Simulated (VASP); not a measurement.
Wanted: the native input for a VASP 6.6.1 run.

```
Task                   : single point
Functional             : PBEsol
Potentials or basis    : VASP PAW PBE potentials, release 64 (P)
Cutoff                 : 520 eV
k mesh                 : 17 × 17 × 17
Occupations            : fermi-dirac, width 0.1 eV
Spin                   : no spin polarisation
Dipole correction      : no
Further INCAR settings : ALGO = Normal; EDIFF = 1e-06; NBANDS = 8
```

The structure of P lies in POSCAR:

```
P
1.0
    0.0000000000      1.6107002642      1.6107002642
    1.6107002642      0.0000000000      1.6107002642
    1.6107002642      1.6107002642      0.0000000000
P
1
Direct
    0.0000000000      0.0000000000      0.0000000000
```

This cell differs from its parent crystal: volume scaled by 0.6.

One way to write it, as run:

INCAR

```
SYSTEM = P
  PREC = Accurate
  ENCUT = 520
  EDIFF = 1E-6
  ISMEAR = -1
  SIGMA = 0.1
  LREAL = .False.
  LASPH = .True.
  NELM = 80
  ALGO = Normal
  ISIF = 2
  LWAVE = .False.
  LCHARG = .False.
  GGA = PS
  NBANDS = 8
```

KPOINTS

```
regular mesh
0
Gamma
  17 17 17
  0 0 0
```

Potentials or basis: VASP PAW PBE potentials, release 64 (P).

Launch:

```sh
$ cat potpaw_PBE.64/P/POTCAR > POTCAR
$ mpirun -np 1 vasp_std > vasp.out
```

Results of the run:

* Pressure: 142.5 GPa

Caveat: the PAW data sets were made with another functional, which shifts forces and pressure a little.

Wall time 12 s on 1 thread of AMD EPYC 7R13 (shared host), peak memory 0.09 GiB.
